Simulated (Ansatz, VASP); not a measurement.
# Two plane-wave programs on TaN

```
Ta N
1.0
     2.95746    0.00000    0.00000
    -1.47873    2.56123    0.00000
     0.00000    0.00000    2.90210
Ta N
1 1
Direct
  0.33333 0.66667 0.50000
  0.00000 0.00000 0.00000
```

Alike in both runs: task single point; functional PBE; k mesh 10 × 10 × 9; occupations fermi-dirac, width 0.05 eV; no spin polarisation.

```csv
,VASP,Ansatz
version,VASP 6.6.1,Ansatz 0.2.0
potentials or method,"VASP PAW PBE potentials, release 64 (Ta_pv, N)",Ansatz PAW soft_1
plane-wave cutoff (eV),600,420
valence electrons in the cell,16,18
```

```tsv
	VASP	Ansatz	Ansatz less VASP
gap on the k mesh at the Fermi level (eV)	none	none	-
pressure (GPa)	-1.6	-2.2	-0.56
traceless stress, the component that is largest in VASP (GPa)	0.29	0.16	-0.124
```

A gap of «none» marks a metal or a gap that the smearing closes. VASP's potentials hold 16 valence electrons a cell and Ansatz's 18, so a difference there can come from the potentials and not from the codes.

Neither program's run includes spin-orbit coupling.
